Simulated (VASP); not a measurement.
# InSe (R3m) in VASP: a series of runs

The runs below take InSe through single point, with PBEsol.

Everything below comes from runs of VASP 6.6.1. Logs are shortened: lines on timing, memory, paths and dates and some standing lists are left out, and cuts for length are marked.

## 1. The cell of the first run

The structure is trigonal, space group R3m (No. 160). Conventional cell: a = 3.957 Å, b = 3.957 Å, c = 25.057 Å, α = 90.00°, β = 90.00°, γ = 120.00°. In (site symmetry 3m) has 3 Se at 2.63 Å and 1 In at 3.13 Å within 3.5 Å. Within 3.6 Å of In (site symmetry 3m) lie 3 Se at 2.77 Å and 1 In at 3.13 Å. Within 3.5 Å of Se (site symmetry 3m) lie 3 In at 2.63 Å and 3 Se at 3.29 Å. Within 3.7 Å of Se (site symmetry 3m) lie 4 In at 2.77 to 3.67 Å and 3 Se at 3.29 Å.

## 2. Single point, PBEsol (strained and its atoms moved)

The input, INCAR:

```
PREC = Accurate
ENCUT = 520
EDIFF = 1E-7
ISMEAR = 0
SIGMA = 0.05
LREAL = F
LASPH = T
NELM = 100
ALGO = Normal
ISIF = 2
LWAVE = F
LCHARG = T
GGA = PS
LELF = T
LVHAR = T
NBANDS = 27
```

The input, KPOINTS:

```
Automatic mesh
0
Gamma
  12 12 12
```

The input, POSCAR:

```
InSe
1.0
    1.9785996541      1.1423450429      8.3524316810
   -1.9785996541      1.1423450429      8.3524316810
    0.0000000000     -2.2846900858      8.3524316810
In Se
2 2
Direct
   -0.0089313973     -0.0089313973     -0.0089313973
    0.1158448339      0.1158448339      0.1158448339
    0.6060070561      0.6060070561      0.6060070561
    0.8447795073      0.8447795073      0.8447795073
```

Potentials or basis: VASP PAW PBE potentials, release 64 (In_d, Se).

Launch:

```bash
$ cat potpaw_PBE.64/In_d/POTCAR potpaw_PBE.64/Se/POTCAR > POTCAR
$ mpirun -np 1 vasp_std > vasp.out
```

OUTCAR:

```text
PREC = Accurate
   ENCUT = 520
   EDIFF = 1E-7
   ISMEAR = 0
   LREAL = F
   LASPH = T
   NELM = 100
   ISIF = 2
   GGA = PS

 ion  position               nearest neighbor table
   1  0.991  0.991  0.991-   3 2.63   3 2.63   3 2.63   2 3.13
   2  0.116  0.116  0.116-   4 2.77   4 2.77   4 2.77   1 3.13
   3  0.606  0.606  0.606-   1 2.63   1 2.63   1 2.63
   4  0.845  0.845  0.845-   2 2.77   2 2.77   2 2.77

  LATTYP: Found a trigonal (rhomboedric) cell.
 ALAT       =     8.6592680854
 COS(alpha) =     0.8955800496

  Lattice vectors:

 A1 = (   1.9785996541,   1.1423450429,   8.3524316810)
 A2 = (  -1.9785996541,   1.1423450429,   8.3524316810)
 A3 = (   0.0000000000,  -2.2846900858,   8.3524316810)

Analysis of symmetry for initial positions (statically):
=====================================================================
 Subroutine PRICEL returns:
 Original cell was already a primitive cell.

 Routine SETGRP: Setting up the symmetry group for a
 trigonal (rhombohedral) supercell.

 Subroutine GETGRP returns: Found  6 space group operations
 (whereof  6 operations were pure point group operations)
 out of a pool of 12 trial point group operations.

The static configuration has the point symmetry C_3v.

Analysis of symmetry for dynamics (positions and initial velocities):
=====================================================================
 Subroutine PRICEL returns:
 Original cell was already a primitive cell.

 Routine SETGRP: Setting up the symmetry group for a
 trigonal (rhombohedral) supercell.

 Subroutine GETGRP returns: Found  6 space group operations
 (whereof  6 operations were pure point group operations)
 out of a pool of 12 trial point group operations.

The dynamic configuration has the point symmetry C_3v.

 Subroutine INISYM returns: Found  6 space group operations
 (whereof  6 operations are pure point group operations),
 and found     1 'primitive' translations

----------------------------------------------------------------------------------------

                                     Primitive cell

  volume of cell :     113.2712

  direct lattice vectors                    reciprocal lattice vectors
     1.978599654  1.142345043  8.352431681     0.252703976  0.145898709  0.039908538
    -1.978599654  1.142345043  8.352431681    -0.252703976  0.145898709  0.039908538
     0.000000000 -2.284690086  8.352431681     0.000000000 -0.291797417  0.039908538

  length of vectors
     8.659268085  8.659268085  8.659268085     0.294513878  0.294513878  0.294513878

  position of ions in fractional coordinates (direct lattice)
     0.991068603  0.991068603  0.991068603
     0.115844834  0.115844834  0.115844834
     0.606007056  0.606007056  0.606007056
     0.844779507  0.844779507  0.844779507

  ion indices of the primitive-cell ions
   primitive index   ion index
                 1           1
                 2           2
                 3           3
                 4           4

----------------------------------------------------------------------------------------

 KPOINTS: Automatic mesh

Automatic generation of k-mesh.
 Grid dimensions read from file:
 generate k-points for:   12   12   12

 Generating k-lattice:

  Cartesian coordinates                     Fractional coordinates (reciprocal lattice)
     0.021058665  0.012158226  0.003325711     0.083333333  0.000000000  0.000000000
    -0.021058665  0.012158226  0.003325711     0.000000000  0.083333333  0.000000000
     0.000000000 -0.024316451  0.003325711     0.000000000  0.000000000  0.083333333

  Length of vectors
     0.024542823  0.024542823  0.024542823

  Shift w.r.t. Gamma in fractional coordinates (k-lattice)
     0.000000000  0.000000000  0.000000000

 Subroutine IBZKPT returns following result:
 ===========================================

 Found    189 irreducible k-points:

 Following reciprocal coordinates:
            Coordinates               Weight
  0.000000  0.000000  0.000000      1.000000
  0.083333 -0.000000  0.000000      6.000000
  0.166667 -0.000000  0.000000      6.000000
  0.250000 -0.000000  0.000000      6.000000
  0.333333 -0.000000 -0.000000      6.000000
  0.416667 -0.000000  0.000000      6.000000
[... 16 lines left out ...]
  0.500000  0.166667  0.000000     12.000000
 -0.416667  0.166667  0.000000     12.000000
 [... further k-points ...]
   k-points           NKPTS =    189   k-points in BZ     NKDIM =    189   number of bands    NBANDS=     27
   number of dos      NEDOS =    301   number of ions     NIONS =      4
   total plane-waves  NPLWV = 262144
   dimension x,y,z NGX =    64 NGY =   64 NGZ =   64
   dimension x,y,z NGXF=   128 NGYF=  128 NGZF=  128
   ions per type =               2   2
   NGX,Y,Z   is equivalent  to a cutoff of  12.29, 12.29, 12.29 a.u.
   NGXF,Y,Z  is equivalent  to a cutoff of  24.57, 24.57, 24.57 a.u.
 SYSTEM =  unknown system
   PREC   = accura    normal or accurate (medium, high low for compatibility)
   ISTART =      0    job   : 0-new  1-cont  2-samecut
   ICHARG =      2    charge: 1-file 2-atom 10-const
   ISPIN  =      1    spin polarized calculation?
   LNONCOLLINEAR =      F non collinear calculations
   LSORBIT =      F    spin-orbit coupling
   LASPH  =      T    aspherical Exc in radial PAW
   ENCUT  =  520.0 eV  38.22 Ry    6.18 a.u.  16.10 16.10 16.10*2*pi/ulx,y,z
   NELM   =    100;   NELMIN=  2; NELMDL= -5     # of ELM steps
   EDIFF  = 0.1E-06   stopping-criterion for ELM
   LREAL  =      F    real-space projection
   EDIFFG = 0.1E-05   stopping-criterion for IOM
   NSW    =      0    number of steps for IOM
   IBRION =     -1    ionic relax: 0-MD 1-quasi-New 2-CG
   NFREE  =      0    steps in history (QN), initial steepest desc. (CG)
   ISIF   =      2    stress and relaxation
   ISYM   =      2    0-nonsym 1-usesym 2-fastsym
   POTIM  = 0.5000    time-step for ionic-motion
   TEBEG  =    0.0;   TEEND  =   0.0 temperature during run
   PSTRESS=    0.0 pullay stress
   NELECT =      38.0000    total number of electrons
   NUPDOWN=      -1.0000    fix difference up-down
   EMIN   =  10.00;   EMAX   =-10.00  energy-range for DOS
   EFERMI =   0.00;   METHOD = LEGACY
   ISMEAR =     0;   SIGMA  =   0.05  broadening in eV -4-tet -1-fermi 0-gaus
   EFERMI_NEDOS =   21; number of points for ismear=-14 and -15
   IALGO  =     38    algorithm
   IMIX   =      4    mixing-type and parameters
     AMIX     =   0.40;   BMIX     =  1.00
     AMIX_MAG =   1.60;   BMIX_MAG =  1.00
  volume/ion in A,a.u.               =      28.32       191.10
  Fermi-wavevector in a.u.,A,eV,Ry     =   1.137530  2.149620 17.605595  1.293975
  Thomas-Fermi vector in A             =   2.274235
   LORBIT       =      0    0 simple, 1 ext, 2 COOP (PROOUT), +10 PAW based schemes
   GGA     = PS    functional components
   LHFCALC =     F    Hartree Fock is set to
   AEXX    =    0.0000 exact exchange contribution
   IVDW    =     0    specifies the selected vdW correction
   LEPSILON=     F    determine dielectric tensor
   LRPA    =     F    only Hartree local field effects (RPA)
 non-spin polarized calculation
 Gauss-broadening in eV      SIGMA  =   0.05
  energy-cutoff  :      520.00
  volume of cell :      113.27
 maximum number of plane-waves:      3086
   NGX = 33   NGY = 33   NGZ = 33

 number of electron      38.0000001 magnetization

 Free energy of the ion-electron system (eV)
  ---------------------------------------------------
  ext. energy  EPLUGINS =         0.00000000
  ---------------------------------------------------
  free energy    TOTEN  =       -15.07657162 eV

  energy without entropy =      -15.07656686  energy(sigma->0) =      -15.07656924

 E-fermi :   4.3359     XC(G=0):  -9.3434

 val. band max:        4.2408225711   @ k =  -0.4167   0.5000   0.4167
 cond. band min:       4.4073612761   @ k =   0.5000   0.5000   0.5000
 fundamental gap:      0.1665387050
 Fermi energy:         4.3358692349

 k-point     1 :       0.0000    0.0000    0.0000
  band No.  band energies     occupation
      1     -10.3323      2.00000
      2     -10.3278      2.00000
      3     -10.3278      2.00000
      4     -10.2030      2.00000
      5     -10.2030      2.00000
      6      -9.9479      2.00000
[... 19 lines left out ...]
     26       9.8802      0.00000
     27      12.4961      0.00000

 k-point     2 :       0.0833   -0.0000    0.0000
  band No.  band energies     occupation
      1     -10.4048      2.00000
      2     -10.3229      2.00000
      3     -10.2914      2.00000
      4     -10.2107      2.00000
      5     -10.2027      2.00000
      6      -9.9635      2.00000
[... 19 lines left out ...]
     26       9.9932      0.00000
     27      12.3937      0.00000

 k-point     3 :       0.1667   -0.0000    0.0000
  band No.  band energies     occupation
      1     -10.5024      2.00000
      2     -10.3105      2.00000
      3     -10.2702      2.00000
      4     -10.2219      2.00000
      5     -10.2010      2.00000
      6     -10.0047      2.00000
[... 19 lines left out ...]
     26      10.1905      0.00000
     27      11.6034      0.00000

 k-point     4 :       0.2500   -0.0000    0.0000
  band No.  band energies     occupation
      1     -10.5934      2.00000
      2     -10.2958      2.00000
      3     -10.2581      2.00000
      4     -10.2268      2.00000
      5     -10.1960      2.00000
      6     -10.0566      2.00000
[... 19 lines left out ...]
     26      10.2444      0.00000
     27      11.4590      0.00000
[... 516 lines left out ...]
      4     -10.2270      2.00000
      5     -10.1890      2.00000
      6     -10.1102      2.00000
[... 19 lines left out ...]
     26      10.6221      0.00000
     27      11.2921      0.00000

 k-point    23 :       0.5000    0.1667    0.0000
  band No.  band energies     occupation
      1     -10.7107      2.00000
      2     -10.2888      2.00000
      3     -10.2485      2.00000
      4     -10.2153      2.00000
      5     -10.1872      2.00000
      6     -10.1326      2.00000
[... 19 lines left out ...]
     26      10.3980      0.00000
     27      11.6174      0.00000

 k-point    24 :      -0.4167    0.1667    0.0000
  band No.  band energies     occupation
      1     -10.7223      2.00000
      2     -10.2880      2.00000
      3     -10.2503      2.00000
      4     -10.2099      2.00000
      5     -10.1874      2.00000
      6     -10.1399      2.00000
[... 19 lines left out ...]
     26      10.5080      0.00000
     27      11.6565      0.00000

 [... further k-points ...]
[... 5 lines left out ...]
  --------------------------------------------------------------------------------------
  -------------------------------------------------------------------------------------
  Total        0.3881955      0.3881955     -3.8444933      0.0000000      0.0000000      0.0000000
  in kB        5.4908757      5.4908757    -54.3788827      0.0000000      0.0000000      0.0000000
  external PRESSURE =     -14.4657104 kB  Pullay stress =       0.0000000 kB

 VOLUME and BASIS-vectors are now :
 -----------------------------------------------------------------------------
  energy-cutoff  :      520.00
  volume of cell :      113.27
      direct lattice vectors                 reciprocal lattice vectors
     1.978599654  1.142345043  8.352431681     0.252703976  0.145898709  0.039908538
    -1.978599654  1.142345043  8.352431681    -0.252703976  0.145898709  0.039908538
     0.000000000 -2.284690086  8.352431681     0.000000000 -0.291797417  0.039908538

 POSITION                                       TOTAL-FORCE (eV/Angst)
 -----------------------------------------------------------------------------------
      0.00000      0.00000     24.83350         0.000000      0.000000      1.098343
      0.00000      0.00000      2.90276         0.000000      0.000000      0.365694
      0.00000      0.00000     15.18490         0.000000      0.000000      0.271274
      0.00000      0.00000     21.16789         0.000000     -0.000000     -1.735311
 -----------------------------------------------------------------------------------
    total drift:                               -0.000000      0.000000      0.000044

  FREE ENERGIE OF THE ION-ELECTRON SYSTEM (eV)
  ---------------------------------------------------
  free  energy   TOTEN  =       -15.0765716245 eV

  energy  without entropy=      -15.0765668631  energy(sigma->0) =      -15.07656924
```

Wall time 29 min (1 thread of Intel Xeon Platinum 8259CL at 2.50GHz (Skylake/Cascade Lake), shared host); peak memory 0.89 GiB.

Results:

* Free energy: -15.0766 eV
* Pressure: -1.4 GPa
* Largest force: 1.735 eV/Å
* Band gap on the k mesh: 0.17 eV (least direct gap 0.46 eV)

Forces on the atoms (eV/Å):
```
In   0.000  0.000  1.098
In   0.000  0.000  0.366
Se   0.000  0.000  0.271
Se   0.000  0.000 -1.735
```

Caveat: the cell differs from its parent crystal (strained and its atoms moved); the PAW data sets were made with another functional, which shifts forces and pressure a little; spin-orbit coupling is left out, which moves the levels of the heavy elements.

## 3. Single point, PBEsol (strained)

The input, INCAR:

```
  ALGO = Normal
  EDIFF = 1E-6
  ENCUT = 520
  GGA = PS
  ISIF = 2
  ISMEAR = 0
  LASPH = True
  LCHARG = False
  LREAL = False
  LWAVE = False
  NBANDS = 27
  NELM = 80
  PREC = Accurate
  SIGMA = 0.05
```

The input, KPOINTS:

```
k-points
0
Gamma
  12 12 12
```

The input, POSCAR:

```
InSe
1.0
    2.0472596421      1.1819859054      8.0141927121
   -2.0472596421      1.1819859054      8.0141927121
    0.0000000000     -2.3639718109      8.0141927121
In Se
2 2
Direct
    0.0023730388      0.0023730388      0.0023730388
    0.1083682471      0.1083682471      0.1083682471
    0.6152926469      0.6152926469      0.6152926469
    0.8316660672      0.8316660672      0.8316660672
```

Potentials or basis: VASP PAW PBE potentials, release 64 (In_d, Se).

Launch:

```bash
$ cat potpaw_PBE.64/In_d/POTCAR potpaw_PBE.64/Se/POTCAR > POTCAR
$ mpirun -np 1 vasp_std > vasp.out
```

Run time: 23 min. Hardware: 1 thread of AMD EPYC 9R45 (Zen 5), shared host; peak memory 0.86 GiB.

Results (log left out):

```
Free energy            : -15.3383 eV
Pressure               : -0.6 GPa
Largest force          : 2.436 eV/Å
Band gap on the k mesh : 0.19 eV
```

Forces in eV/Å, atoms in the order of the input:
```
In   0.000  0.000 -2.050
In   0.000  0.000  2.436
Se   0.000  0.000  0.362
Se   0.000  0.000 -0.749
```

Stress tensor (GPa, compression positive):
```
-3.11  0.00  0.00
 0.00 -3.11  0.00
 0.00  0.00  4.37
```

Levels at points of the mesh, in eV from the valence-band top:
```tsv
k point	band 16	band 17	band 18	band 19	band 20	band 21	band 22	band 23
(0.00, 0.00, 0.00)	-1.42	-1.42	-1.16	-1.16	1.73	1.93	3.78	3.78
(0.50, 0.00, 0.00)	-2.52	-2.38	-2.09	-1.66	0.90	1.94	3.79	4.13
(0.50, 0.50, 0.00)	-2.59	-2.57	-1.83	-1.62	0.97	1.92	3.34	3.48
(0.50, 0.50, 0.50)	-1.50	-1.06	-1.06	0.00	0.19	2.02	3.68	3.68
```

Caveat: the cell differs from its parent crystal (strained); the PAW data sets were made with another functional, which shifts forces and pressure a little; spin-orbit coupling is left out, which moves the levels of the heavy elements. A k mesh can miss the band edges.
